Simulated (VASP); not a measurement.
# Be3Te2: single point with PBE

The system is Be3Te2.

```
Be Te
1.0
     4.78373    0.00000    0.00000
     0.00000    4.78373    0.00000
     0.00000    0.00000    4.78373
Be Te
3 2
Cartesian
  0.0000 2.3919 2.3919
  2.3919 0.0000 2.3919
  2.3919 2.3919 0.0000
  0.0000 0.0000 0.0000
  2.3919 2.3919 2.3919
```

The cell was built from a structure type or drawn by symmetry, and may not be a known phase.

```yaml
Program: VASP 6.6.1
Task: single point
Functional: PBE
Potentials_or_basis: VASP PAW PBE potentials, release 64 (Be, Te)
Cutoff: 520 eV
k_mesh: 8 × 8 × 8
Occupations: gaussian, width 0.1 eV
Spin: no spin polarisation
```

```
Pressure               : 0.1 GPa
Band gap on the k mesh : zero (bands 9 and 10 overlap by 3.93 eV)
```

Levels at points of the mesh, in eV from the Fermi level:
```
           k point  band 6  band 7  band 8  band 9  band 10  band 11  band 12  band 13
(0.00, 0.00, 0.00)   -1.63   -1.63   -1.63   -1.62    -1.62    -0.22     2.56     2.56
(0.50, 0.00, 0.00)   -3.85   -2.32   -2.32   -1.08     0.80     1.64     2.32     2.32
(0.50, 0.50, 0.00)   -1.87   -1.87   -1.63   -1.18    -0.80     0.57     0.57     2.22
(0.50, 0.50, 0.50)   -4.07   -4.07   -4.07    2.31     2.31     3.05     3.05     3.05
```

Wall time 61 s on 1 thread of Intel Xeon 8259CL, on a shared host, peak memory 0.23 GiB.

Caveat: spin-orbit coupling is left out, which moves the levels of the heavy elements.
